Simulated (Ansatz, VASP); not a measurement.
# One calculation of BaTiO3, two programs

```
Ba Ti O
1.0
     3.99514    0.00000    0.00000
     0.00000    2.84248    2.84801
     0.00000   -2.84248    2.84801
Ba Ti O
1 1 3
Direct
  0.00000 0.00441 0.00441
  0.50000 0.51358 0.51358
  0.00000 0.53421 0.53421
  0.50000 0.49543 0.98809
  0.50000 0.98809 0.49543
```

Alike in both runs: task single point; functional r2SCAN; k mesh 6 × 6 × 6; occupations gaussian, width 0.05 eV; no spin polarisation; Hubbard terms Ti d U = 4.0 eV.

|  | VASP | Ansatz |
| --- | --- | --- |
| version | VASP 6.6.1 | Ansatz 0.2.0 |
| potentials or method | VASP PAW PBE potentials, release 64 (Ba_sv, Ti_sv, O), cutoff 520 eV | scalar-relativistic, plane waves, PAW |
| valence electrons in the cell | 40 | 40 |

Ansatz gave:

```
gap on the k mesh at the Fermi level (eV)                     : 2.74
least direct gap on the mesh (eV)                             : 2.92
pressure (GPa)                                                : 0.5
traceless stress, the component that is largest in VASP (GPa) : -0.50
rms of the force components (eV/Å)                            : 0.426
```

Question: What did VASP give for the same quantities?

Answer: gap on the k mesh at the Fermi level (eV): 2.73; least direct gap on the mesh (eV): 2.95; pressure (GPa): 4.3; traceless stress, the component that is largest in VASP (GPa): -0.44; rms of the force components (eV/Å): 0.529.

VASP's potentials were made for PBE, not for r2SCAN. The programs project onto different local orbitals, so the same U acts differently, and such runs can settle in different states. Atom by atom the forces differ by 0.200 eV/Å (rms over components).

Spin-orbit coupling is off throughout.
